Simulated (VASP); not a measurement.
# TiC (Fm-3m) in VASP: further runs, part 2 of 2

VASP 6.6.1.

**4. Single point, RPBE+D4**

INCAR reads:

```
PREC = Accurate
ENCUT = 520
EDIFF = 1E-6
ISMEAR = -1
SIGMA = 0.05
LREAL = False
LASPH = True
NELM = 60
ALGO = Normal
ISIF = 2
LWAVE = False
LCHARG = True
GGA = RP
IVDW = 13
LELF = True
LVHAR = True
NBANDS = 15
```

KPOINTS reads:

```
regular mesh
0
Gamma
  11 11 11
```

POSCAR reads:

```
TiC
1.0
    0.0000000000      2.1364487848      2.1364487848
    2.1364487848      0.0000000000      2.1364487848
    2.1364487848      2.1364487848      0.0000000000
Ti C
1 1
Direct
    0.0000000000      0.0000000000      0.0000000000
    0.5000000000      0.5000000000      0.5000000000
```

Potentials or basis: VASP PAW PBE potentials, release 64 (Ti_sv, C).

Started as:

```console
$ cat potpaw_PBE.64/Ti_sv/POTCAR potpaw_PBE.64/C/POTCAR > POTCAR
$ mpirun -np 1 vasp_std > vasp.out
```

OUTCAR:

```text
PREC = Accurate
   ENCUT = 520
   EDIFF = 1E-6
   ISMEAR = -1
   LREAL = False
   LASPH = True
   NELM = 60
   ISIF = 2
   GGA = RP
   IVDW = 13

 ion  position               nearest neighbor table
   1  0.000  0.000  0.000-   2 2.14   2 2.14   2 2.14   2 2.14   2 2.14   2 2.14
   2  0.500  0.500  0.500-   1 2.14   1 2.14   1 2.14   1 2.14   1 2.14   1 2.14

  LATTYP: Found a face centered cubic cell.
 ALAT       =     4.2728975696

  Lattice vectors:

 A1 = (   0.0000000000,   2.1364487848,   2.1364487848)
 A2 = (   2.1364487848,   0.0000000000,   2.1364487848)
 A3 = (   2.1364487848,   2.1364487848,   0.0000000000)

Analysis of symmetry for initial positions (statically):
=====================================================================
 Subroutine PRICEL returns:
 Original cell was already a primitive cell.

 Routine SETGRP: Setting up the symmetry group for a
 face centered cubic supercell.

 Subroutine GETGRP returns: Found 48 space group operations
[... 9 lines left out ...]

 Routine SETGRP: Setting up the symmetry group for a
 face centered cubic supercell.

 Subroutine GETGRP returns: Found 48 space group operations
[... 11 lines left out ...]
                                     Primitive cell

  volume of cell :      19.5033

  direct lattice vectors                    reciprocal lattice vectors
     0.000000000  2.136448785  2.136448785    -0.234033225  0.234033225  0.234033225
     2.136448785  0.000000000  2.136448785     0.234033225 -0.234033225  0.234033225
     2.136448785  2.136448785  0.000000000     0.234033225  0.234033225 -0.234033225

  length of vectors
     3.021394847  3.021394847  3.021394847     0.405357437  0.405357437  0.405357437

  position of ions in fractional coordinates (direct lattice)
[... 8 lines left out ...]
----------------------------------------------------------------------------------------

 KPOINTS: regular mesh

Automatic generation of k-mesh.
 Grid dimensions read from file:
 generate k-points for:   11   11   11

 Generating k-lattice:

  Cartesian coordinates                     Fractional coordinates (reciprocal lattice)
    -0.021275748  0.021275748  0.021275748     0.090909091  0.000000000  0.000000000
     0.021275748 -0.021275748  0.021275748     0.000000000  0.090909091  0.000000000
     0.021275748  0.021275748 -0.021275748     0.000000000  0.000000000  0.090909091

  Length of vectors
     0.036850676  0.036850676  0.036850676

  Shift w.r.t. Gamma in fractional coordinates (k-lattice)
     0.000000000  0.000000000  0.000000000

 Subroutine IBZKPT returns following result:
 ===========================================

 Found     56 irreducible k-points:

 Following reciprocal coordinates:
            Coordinates               Weight
  0.000000  0.000000  0.000000      1.000000
  0.090909  0.000000  0.000000      8.000000
  0.181818  0.000000  0.000000      8.000000
  0.272727  0.000000  0.000000      8.000000
  0.363636  0.000000  0.000000      8.000000
  0.454545  0.000000  0.000000      8.000000
[... 16 lines left out ...]
 -0.272727  0.181818  0.000000     24.000000
 -0.181818  0.181818  0.000000     12.000000
 [... further k-points ...]
   k-points           NKPTS =     56   k-points in BZ     NKDIM =     56   number of bands    NBANDS=     15
   number of dos      NEDOS =    301   number of ions     NIONS =      2
   total plane-waves  NPLWV =  13824
   dimension x,y,z NGX =    24 NGY =   24 NGZ =   24
   dimension x,y,z NGXF=    48 NGYF=   48 NGZF=   48
   ions per type =               1   1
   NGX,Y,Z   is equivalent  to a cutoff of  13.21, 13.21, 13.21 a.u.
   NGXF,Y,Z  is equivalent  to a cutoff of  26.41, 26.41, 26.41 a.u.
 SYSTEM =  unknown system
   PREC   = accura    normal or accurate (medium, high low for compatibility)
   ISTART =      0    job   : 0-new  1-cont  2-samecut
   ICHARG =      2    charge: 1-file 2-atom 10-const
   ISPIN  =      1    spin polarized calculation?
   LNONCOLLINEAR =      F non collinear calculations
   LSORBIT =      F    spin-orbit coupling
   LASPH  =      T    aspherical Exc in radial PAW
   ENCUT  =  520.0 eV  38.22 Ry    6.18 a.u.   5.62  5.62  5.62*2*pi/ulx,y,z
   NELM   =     60;   NELMIN=  2; NELMDL= -5     # of ELM steps
   EDIFF  = 0.1E-05   stopping-criterion for ELM
   LREAL  =      F    real-space projection
   EDIFFG = 0.1E-04   stopping-criterion for IOM
   NSW    =      0    number of steps for IOM
   IBRION =     -1    ionic relax: 0-MD 1-quasi-New 2-CG
   NFREE  =      0    steps in history (QN), initial steepest desc. (CG)
   ISIF   =      2    stress and relaxation
   ISYM   =      2    0-nonsym 1-usesym 2-fastsym
   POTIM  = 0.5000    time-step for ionic-motion
   TEBEG  =    0.0;   TEEND  =   0.0 temperature during run
   PSTRESS=    0.0 pullay stress
   NELECT =      16.0000    total number of electrons
   NUPDOWN=      -1.0000    fix difference up-down
   EMIN   =  10.00;   EMAX   =-10.00  energy-range for DOS
   EFERMI =   0.00;   METHOD = LEGACY
   ISMEAR =    -1;   SIGMA  =   0.05  broadening in eV -4-tet -1-fermi 0-gaus
   EFERMI_NEDOS =   21; number of points for ismear=-14 and -15
   IALGO  =     38    algorithm
   IMIX   =      4    mixing-type and parameters
     AMIX     =   0.40;   BMIX     =  1.00
     AMIX_MAG =   1.60;   BMIX_MAG =  1.00
  volume/ion in A,a.u.               =       9.75        65.81
  Fermi-wavevector in a.u.,A,eV,Ry     =   1.532542  2.896084 31.955793  2.348684
  Thomas-Fermi vector in A             =   2.639733
   LORBIT       =      0    0 simple, 1 ext, 2 COOP (PROOUT), +10 PAW based schemes
   GGA     = RP    functional components
   LHFCALC =     F    Hartree Fock is set to
   AEXX    =    0.0000 exact exchange contribution
   IVDW    =    13    specifies the selected vdW correction
   LEPSILON=     F    determine dielectric tensor
   LRPA    =     F    only Hartree local field effects (RPA)
 non-spin polarized calculation
  energy-cutoff  :      520.00
  volume of cell :       19.50
 maximum number of plane-waves:       537
   NGX = 11   NGY = 11   NGZ = 11

 number of electron      16.0000004 magnetization

 Free energy of the ion-electron system (eV)
  ---------------------------------------------------
  ext. energy  EPLUGINS =         0.00000000
  ---------------------------------------------------
  free energy    TOTEN  =       -17.74562791 eV

  energy without entropy =      -17.74327417  energy(sigma->0) =      -17.74445104

 E-fermi :  10.0863     XC(G=0): -12.8180

 val. band max:        9.9677312159   @ k =   0.4545   0.4545   0.0000
 cond. band min:      10.1682142604   @ k =   0.0909   0.0000   0.0000
 fundamental gap:      0.2004830445
 Fermi energy:        10.0863301224

 k-point     1 :       0.0000    0.0000    0.0000
  band No.  band energies     occupation
      1     -46.5979      2.00000
      2     -22.5296      2.00000
      3     -22.5296      2.00000
      4     -22.5296      2.00000
      5      -2.6406      2.00000
      6      10.7397      0.00000
      7      10.7397      0.00000
      8      10.7397      0.00000
      9      11.7464      0.00000
     10      11.7464      0.00000
     11      11.7464      0.00000
     12      11.8093      0.00000
     13      11.8093      0.00000
     14      21.0879      0.00000
     15      24.1925      0.00000
[... 397 lines left out ...]
 k-point    24 :      -0.1818    0.1818    0.0000
  band No.  band energies     occupation
      1     -46.5407      2.00000
      2     -22.8438      2.00000
      3     -22.6526      2.00000
      4     -22.5515      2.00000
      5      -0.8384      2.00000
      6       6.6538      2.00000
      7       7.7427      2.00000
      8       8.0029      2.00000
      9      11.6445      0.00000
     10      12.8191      0.00000
     11      13.7549      0.00000
     12      14.6249      0.00000
     13      17.6155      0.00000
     14      22.2560      0.00000
     15      23.8315      0.00000

 [... further k-points ...]

------------------------ aborting loop because EDIFF is reached ----------------------------------------

  DFT-D4 for vdW energy calculation

  Edisp (eV):   -1.19425

  FORCE on cell =-STRESS in cart. coord.  units (eV):
  Direction    XX          YY          ZZ          XY          YZ          ZX
  --------------------------------------------------------------------------------------
  -------------------------------------------------------------------------------------
  Total       0.57290     0.57290     0.57290    -0.00000    -0.00000    -0.00000
  in kB      47.06297    47.06297    47.06297    -0.00000    -0.00000    -0.00000
  external pressure =       47.06 kB  Pullay stress =        0.00 kB

 VOLUME and BASIS-vectors are now :
 -----------------------------------------------------------------------------
  energy-cutoff  :      520.00
  volume of cell :       19.50
      direct lattice vectors                 reciprocal lattice vectors
     0.000000000  2.136448785  2.136448785    -0.234033225  0.234033225  0.234033225
     2.136448785  0.000000000  2.136448785     0.234033225 -0.234033225  0.234033225
     2.136448785  2.136448785  0.000000000     0.234033225  0.234033225 -0.234033225

 POSITION                                       TOTAL-FORCE (eV/Angst)
 -----------------------------------------------------------------------------------
      0.00000      0.00000      0.00000        -0.000000     -0.000000      0.000000
      2.13645      2.13645      2.13645         0.000000      0.000000     -0.000000
 -----------------------------------------------------------------------------------
    total drift:                                0.000000     -0.000000     -0.000000

  FREE ENERGIE OF THE ION-ELECTRON SYSTEM (eV)
  ---------------------------------------------------
  free  energy   TOTEN  =       -18.9398801820 eV

  energy  without entropy=      -18.9375264435  energy(sigma->0) =      -18.93870331
```

It took 14 s on 1 thread of AMD EPYC 7R13 (Zen 3), shared host; peak memory 0.12 GiB.

Results:

* Free energy: -18.9399 eV
* Pressure: 4.7 GPa
* Band gap on the k mesh: zero (band 8 reaches 10.74 eV, above the bottom of band 9 at 9.60 eV)
* Dispersion energy per atom: -0.597 eV

Caveat: the PAW data sets were made with another functional, which shifts forces and pressure a little; pairwise dispersion overbinds metals, which lowers pressure and volume.

**5. Single point, RPBE+D4**

This run uses another cell than the first one, of 9.95 Å³/atom, 1.021 times its volume.

INCAR reads:

```
SYSTEM = TiC
ALGO = Normal ; EDIFF = 1E-7
ENCUT = 520 ; GGA = RP
ISIF = 2 ; ISMEAR = -1
IVDW = 13 ; LASPH = .True.
LCHARG = .False. ; LREAL = .False.
LWAVE = .False. ; NBANDS = 15
NELM = 100 ; PREC = Accurate
SIGMA = 0.05
```

KPOINTS reads:

```
k-points
0
Gamma
  11 11 11
  0 0 0
```

POSCAR reads:

```
TiC
1.0
    0.0000000000      2.1511833799      2.1511833799
    2.1511833799      0.0000000000      2.1511833799
    2.1511833799      2.1511833799      0.0000000000
Ti C
1 1
Direct
    0.0000000000      0.0000000000      0.0000000000
    0.5000000000      0.5000000000      0.5000000000
```

Started as:

```console
$ cat potpaw_PBE.64/Ti_sv/POTCAR potpaw_PBE.64/C/POTCAR > POTCAR
$ mpirun -np 1 vasp_std > vasp.out
```

It took 16 s on 1 thread of AMD EPYC 7R13 (Zen 3), shared host; peak memory 0.12 GiB.

The run converged. Its results:

```yaml
Free_energy: -18.9450 eV
Pressure: -0.7 GPa
Band_gap_on_the_k_mesh: zero (band 8 reaches 10.49 eV, above the bottom of band 9 at 9.36 eV)
Dispersion_energy_per_atom: -0.583 eV
```

Levels at points of the mesh, in eV from the Fermi level:
| k point | band 4 | band 5 | band 6 | band 7 | band 8 | band 9 | band 10 | band 11 | band 12 | band 13 |
| --- | --- | --- | --- | --- | --- | --- | --- | --- | --- | --- |
| (0.00, 0.00, 0.00) | -32.69 | -12.63 | 0.65 | 0.65 | 0.65 | 1.64 | 1.64 | 1.64 | 1.68 | 1.68 |

Caveat: the PAW data sets were made with another functional, which shifts forces and pressure a little; pairwise dispersion overbinds metals, which lowers pressure and volume.

**6. Single point, BLYP**

INCAR reads:

```
AGGAC = 1.0
AGGAX = 1.0
ALDAC = 0.0
ALDAX = 1.0
ALGO = Normal
EDIFF = 1E-6
ENCUT = 520
GGA = B5
ISIF = 2
ISMEAR = -1
LASPH = True
LCHARG = False
LREAL = False
LWAVE = False
NBANDS = 15
NELM = 60
PREC = Accurate
SIGMA = 0.05
```

KPOINTS reads:

```
k-points
0
Gamma
  11 11 11
```

POSCAR reads:

```
TiC
1.0
    0.0000000000      2.1364487848      2.1364487848
    2.1364487848      0.0000000000      2.1364487848
    2.1364487848      2.1364487848      0.0000000000
Ti C
1 1
Direct
    0.0000000000      0.0000000000      0.0000000000
    0.5000000000      0.5000000000      0.5000000000
```

Potentials or basis: VASP PAW PBE potentials, release 64 (Ti_sv, C).

Started as:

```console
$ cat potpaw_PBE.64/Ti_sv/POTCAR potpaw_PBE.64/C/POTCAR > POTCAR
$ mpirun -np 1 vasp_std > vasp.out
```

OUTCAR:

```text
EDIFF = 1E-6
   ENCUT = 520
   GGA = B5
   ISIF = 2
   ISMEAR = -1
   LASPH = True
   LREAL = False
   NELM = 60
   PREC = Accurate

 ion  position               nearest neighbor table
   1  0.000  0.000  0.000-   2 2.14   2 2.14   2 2.14   2 2.14   2 2.14   2 2.14
   2  0.500  0.500  0.500-   1 2.14   1 2.14   1 2.14   1 2.14   1 2.14   1 2.14

  LATTYP: Found a face centered cubic cell.
 ALAT       =     4.2728975696

  Lattice vectors:

 A1 = (   0.0000000000,   2.1364487848,   2.1364487848)
 A2 = (   2.1364487848,   0.0000000000,   2.1364487848)
[... 608 lines left out ...]
     11      13.9820      0.00000
     12      14.8688      0.00000
     13      17.7748      0.00000
     14      22.8553      0.00000
     15      24.5155      0.00000

 [... further k-points ...]
[... 5 lines left out ...]
  --------------------------------------------------------------------------------------
  -------------------------------------------------------------------------------------
  Total        2.5043874      2.5043874      2.5043874     -0.0000000     -0.0000000      0.0000000
  in kB      205.7333231    205.7333231    205.7333231     -0.0000000     -0.0000000      0.0000000
  external PRESSURE =     205.7333231 kB  Pullay stress =       0.0000000 kB

 VOLUME and BASIS-vectors are now :
 -----------------------------------------------------------------------------
  energy-cutoff  :      520.00
  volume of cell :       19.50
      direct lattice vectors                 reciprocal lattice vectors
     0.000000000  2.136448785  2.136448785    -0.234033225  0.234033225  0.234033225
     2.136448785  0.000000000  2.136448785     0.234033225 -0.234033225  0.234033225
     2.136448785  2.136448785  0.000000000     0.234033225  0.234033225 -0.234033225

 POSITION                                       TOTAL-FORCE (eV/Angst)
 -----------------------------------------------------------------------------------
      0.00000      0.00000      0.00000        -0.000000      0.000000      0.000000
      2.13645      2.13645      2.13645         0.000000     -0.000000      0.000000
 -----------------------------------------------------------------------------------
    total drift:                                0.000000     -0.000000     -0.000000

  FREE ENERGIE OF THE ION-ELECTRON SYSTEM (eV)
  ---------------------------------------------------
  free  energy   TOTEN  =       -16.9495558654 eV

  energy  without entropy=      -16.9471075661  energy(sigma->0) =      -16.94833172
```

Run time: 19 s. Hardware: 1 thread of AMD EPYC 7R13 (Zen 3), shared host; peak memory 0.12 GiB.

What came out:

| Item | Value |
| --- | --- |
| Free energy | -16.9496 eV |
| Pressure | 20.6 GPa |
| Band gap on the k mesh | zero (band 8 reaches 11.04 eV, above the bottom of band 9 at 9.92 eV) |

Caveat: the PAW data sets were made with another functional, which shifts forces and pressure a little.

**7. Summary**

```csv
level,cell,gap on the mesh (eV),pressure (GPa)
PBE+D3(BJ),"a = 3.021 Å, angles 60.0°, 2 atoms",none,3.7
PBE+D3(BJ),"a = 3.042 Å, angles 60.0°, 2 atoms",none,-1.8
RPBE+D4,"a = 3.021 Å, angles 60.0°, 2 atoms",none,4.7
RPBE+D4,"a = 3.042 Å, angles 60.0°, 2 atoms",none,-0.7
BLYP,"a = 3.021 Å, angles 60.0°, 2 atoms",none,20.6
```

Alike in all rows: task single point; potentials or basis VASP PAW PBE potentials, release 64 (Ti_sv, C); no spin polarisation; k mesh 11 × 11 × 11; cutoff (eV) 520; smearing fermi-dirac 0.05 eV.

Every run on the cell as given and a fine mesh finds a metal. The pressure there spans 3.7 GPa (PBE+D3(BJ)) to 20.6 GPa (BLYP); a positive pressure means that this level wants a larger cell, a negative one a smaller.

Caveats: pairwise dispersion overbinds metals, which lowers pressure and volume (some runs); the PAW data sets were made with another functional, which shifts forces and pressure a little (some runs).

Absolute energies hang on the potentials; compare differences alone.
